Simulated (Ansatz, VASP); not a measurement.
HfS5: VASP beside Ansatz

```
CELL_PARAMETERS angstrom
5.75849 0.00000 0.00000
-2.87925 4.98700 0.00000
0.00000 0.00000 4.72583
ATOMIC_POSITIONS crystal
Hf 0.00000 0.00000 0.00000
S 0.50000 0.00000 0.50000
S 0.50000 0.50000 0.50000
S 0.00000 0.50000 0.50000
S 0.33333 0.66667 0.00000
S 0.66667 0.33333 0.00000
```

Change from the starting cell: species swapped into the CaPd5 type (P6/mmm, No. 191).

Alike in both runs: task relaxation of cell and atoms; functional PBE; k mesh 3 × 3 × 4; occupations gaussian, width 0.1 eV; no spin polarisation.

```csv
,VASP,Ansatz
version,VASP 6.6.1,Ansatz 0.2.0
potentials or method,"VASP PAW PBE potentials, release 64 (Hf_pv, S), cutoff 600 eV","scalar-relativistic, plane waves, PAW"
valence electrons in the cell,40,56
```

|  | VASP | Ansatz | Ansatz less VASP |
| --- | --- | --- | --- |
| gap on the k mesh at the Fermi level, each at its own relaxed structure (eV) | none | none | - |
| relaxed volume (Å³/atom) | 22.36 | 22.83 | +0.470 |
| relaxed cell length with the largest relative difference (Å) | 7.309 | 7.428 | +0.1184 |

A gap of «none» marks a metal or a gap that the smearing closes. VASP's potentials hold 40 valence electrons a cell and Ansatz's 56, so a difference there can come from the potentials and not from the codes.

The k mesh is coarse, so the values compare programs but aren't converged. Spin-orbit coupling is off throughout.
